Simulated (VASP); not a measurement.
# TiGe4Pd2 (P4/mmm) in VASP: further runs, part 2 of 2

VASP 6.6.1.

## (4) Single point, PBE, collinear spin

This run uses another cell than the first one, of the same volume but with other edges.

INCAR reads:

```
SYSTEM = TiGe4Pd2
  PREC = Accurate
  ENCUT = 520
  EDIFF = 1E-6
  ISMEAR = 0
  SIGMA = 0.2
  LREAL = .FALSE.
  LASPH = .TRUE.
  NELM = 150
  ALGO = Fast
  ISIF = 2
  LWAVE = .FALSE.
  LCHARG = .FALSE.
  ISPIN = 2
  MAGMOM = 0.49 0 0 0 0 0 0
  LORBIT = 11
  LMAXMIX = 4
  GGA = PE
  NBANDS = 57
```

KPOINTS reads:

```
regular mesh
0
G
  6 6 4
  0 0 0
```

POSCAR reads:

```
TiGe4Pd2
1.0
    4.4523862360      0.0000000000      0.0000000000
    0.0000000000      4.4523862360      0.0000000000
    0.0000000000      0.0000000000      6.0636987708
Ti Ge Pd
1 4 2
Direct
    0.5000000000      0.5000000000      0.0000000000
    0.0000000000      0.5000000000      0.7399295555
    0.5000000000      0.0000000000      0.7399295555
    0.0000000000      0.5000000000      0.2600704445
    0.5000000000      0.0000000000      0.2600704445
    0.5000000000      0.5000000000      0.5000000000
    0.0000000000      0.0000000000      0.0000000000
```

Potentials or basis: VASP PAW PBE potentials, release 64 (Ti_sv, Ge_d, Pd).

Launch:

```console
> cat potpaw_PBE.64/Ti_sv/POTCAR potpaw_PBE.64/Ge_d/POTCAR potpaw_PBE.64/Pd/POTCAR > POTCAR
> mpirun -np 1 vasp_std > vasp.out
```

OUTCAR:

```text
SYSTEM = TiGe4Pd2
   PREC = Accurate
   ENCUT = 520
   EDIFF = 1E-6
   ISMEAR = 0
   LREAL = .FALSE.
   LASPH = .TRUE.
   NELM = 150
   ISIF = 2
   ISPIN = 2
   LORBIT = 11
   GGA = PE

 ion  position               nearest neighbor table
   1  0.500  0.500  0.000-   2 2.73   3 2.73   4 2.73   5 2.73   3 2.73   5 2.73   2 2.73   4 2.73
                             6 3.03   6 3.03   7 3.15   7 3.15   7 3.15   7 3.15
   2  0.000  0.500  0.740-   6 2.66   6 2.66   7 2.73   7 2.73   1 2.73   1 2.73   4 2.91
   3  0.500  0.000  0.740-   6 2.66   6 2.66   7 2.73   1 2.73   1 2.73   7 2.73   5 2.91
   4  0.000  0.500  0.260-   6 2.66   6 2.66   7 2.73   7 2.73   1 2.73   1 2.73   2 2.91
   5  0.500  0.000  0.260-   6 2.66   6 2.66   7 2.73   1 2.73   1 2.73   7 2.73   3 2.91
   6  0.500  0.500  0.500-   2 2.66   3 2.66   4 2.66   5 2.66   3 2.66   5 2.66   2 2.66   4 2.66
                             1 3.03   1 3.03
   7  0.000  0.000  0.000-   2 2.73   3 2.73   4 2.73   5 2.73   2 2.73   4 2.73   3 2.73   5 2.73
                             1 3.15   1 3.15   1 3.15   1 3.15

  LATTYP: Found a simple tetragonal cell.
 ALAT       =     4.4523862360
 C/A-ratio  =     1.3618986425

  Lattice vectors:

 A1 = (   4.4523862360,   0.0000000000,   0.0000000000)
 A2 = (   0.0000000000,   4.4523862360,   0.0000000000)
 A3 = (   0.0000000000,   0.0000000000,   6.0636987708)

[... 3060 lines left out ...]
 -----------------------------------------------------------------------------
  energy-cutoff  :      520.00
  volume of cell :      120.21
      direct lattice vectors                 reciprocal lattice vectors
     4.452386236  0.000000000  0.000000000     0.224598664  0.000000000  0.000000000
     0.000000000  4.452386236  0.000000000     0.000000000  0.224598664  0.000000000
     0.000000000  0.000000000  6.063698771     0.000000000  0.000000000  0.164915844

 POSITION                                       TOTAL-FORCE (eV/Angst)
 -----------------------------------------------------------------------------------
      2.22619      2.22619      0.00000        -0.000000     -0.000000      0.000000
      0.00000      2.22619      4.48671        -0.000000      0.000000     -0.040236
      2.22619      0.00000      4.48671        -0.000000     -0.000000     -0.040236
      0.00000      2.22619      1.57699        -0.000000      0.000000      0.040236
      2.22619      0.00000      1.57699         0.000000     -0.000000      0.040236
      2.22619      2.22619      3.03185        -0.000000     -0.000000      0.000000
      0.00000      0.00000      0.00000        -0.000000     -0.000000      0.000000
 -----------------------------------------------------------------------------------
    total drift:                                0.000000      0.000000      0.000000

  FREE ENERGIE OF THE ION-ELECTRON SYSTEM (eV)
  ---------------------------------------------------
  free  energy   TOTEN  =       -38.5046950955 eV

  energy  without entropy=      -38.4277022401  energy(sigma->0) =      -38.46619867

 total charge

# of ion       s       p       d       tot
------------------------------------------
    1        2.157   6.094   2.007  10.258
    2        1.185   1.052  10.038  12.276
    3        1.185   1.052  10.038  12.276
    4        1.185   1.052  10.038  12.276
    5        1.185   1.052  10.038  12.276
    6        0.470   0.575   8.573   9.619
    7        0.453   0.536   8.522   9.511
--------------------------------------------------
tot          7.821  11.414  59.256  78.491

 magnetization (x)

# of ion       s       p       d       tot
------------------------------------------
    1        0.007   0.009   0.416   0.432
    2       -0.003   0.007   0.003   0.007
    3       -0.003   0.007   0.003   0.007
    4       -0.003   0.007   0.003   0.007
    5       -0.003   0.007   0.003   0.007
    6       -0.002  -0.005   0.037   0.030
    7       -0.002   0.004  -0.006  -0.005
--------------------------------------------------
tot         -0.011   0.034   0.461   0.484
```

OSZICAR:

```text
N       E                     dE             d eps       ncg     rms          rms(c)
DAV:   1     0.109155893099E+04    0.10916E+04   -0.38345E+04  9147   0.390E+03
DAV:   2     0.174580045884E+03   -0.91698E+03   -0.87365E+03  6856   0.105E+03
DAV:   3    -0.206987072826E+02   -0.19528E+03   -0.18831E+03  7654   0.251E+02
[... 29 lines left out ...]
RMM:  33    -0.385046888071E+02   -0.23947E-05   -0.27206E-05  7113   0.967E-03    0.937E-03
RMM:  34    -0.385046907645E+02   -0.19574E-05   -0.21989E-05  7273   0.949E-03    0.775E-03
RMM:  35    -0.385046922212E+02   -0.14567E-05   -0.17513E-05  6961   0.900E-03    0.601E-03
RMM:  36    -0.385046933997E+02   -0.11785E-05   -0.14180E-05  6831   0.842E-03    0.524E-03
RMM:  37    -0.385046943322E+02   -0.93252E-06   -0.11504E-05  6642   0.793E-03    0.463E-03
RMM:  38    -0.385046950955E+02   -0.76332E-06   -0.93141E-06  6306   0.724E-03
   1 F= -.38504695E+02 E0= -.38466199E+02  d E =-.769929E-01  mag=     0.6079
```

Wall time 25 min (1 thread of Oxide Virtual Turin-like, shared host); peak memory 0.45 GiB.

What came out:

```yaml
Free_energy: -38.5047 eV
Pressure: 0.0 GPa
Largest_force: 0.040 eV/Å
Net_moment: 0.61 μB per cell
Site_moments: Ti +0.43; Ge +0.01; Pd +0.03, -0.01 μB
Valence_electrons_inside_the_program's_atomic_spheres: Ti 10.26; Ge 12.28; Pd 9.62, 9.51
```

Forces on the atoms (eV/Å):
```
Ti   0.000  0.000  0.000
Ge   0.000  0.000 -0.040
Ge   0.000  0.000 -0.040
Ge   0.000  0.000  0.040
Ge   0.000  0.000  0.040
Pd   0.000  0.000  0.000
Pd   0.000  0.000  0.000
```

## (5) Summary

```csv
task,spin,cell,k mesh,cutoff (eV),gap on the mesh (eV),pressure (GPa),largest force (eV/Å)
single point,off,"a = 4.402, b = 4.402, c = 6.193 Å, 7 atoms, atomic positions A",4 × 4 × 3,520,none,-0.3,0.01
relaxation of cell and atoms,off,"relaxed from a = 4.340, b = 4.340, c = 6.140 Å, 7 atoms, atomic positions B",4 × 4 × 3,600,none,0.2,0.04
single point,collinear,"a = 4.452, b = 4.452, c = 6.064 Å, 7 atoms, atomic positions C",6 × 6 × 4,520,none,0.0,0.04
```

Alike in all rows: level PBE; potentials or basis VASP PAW PBE potentials, release 64 (Ti_sv, Ge_d, Pd); smearing gaussian 0.2 eV.

Caveats: some runs use coarse meshes; the relaxation stopped at a loose force limit of 0.08 eV/Å, so its end isn't a converged minimum (at least some runs).

Total energies depend on the potentials used, so only differences within one code and one set of settings carry meaning.
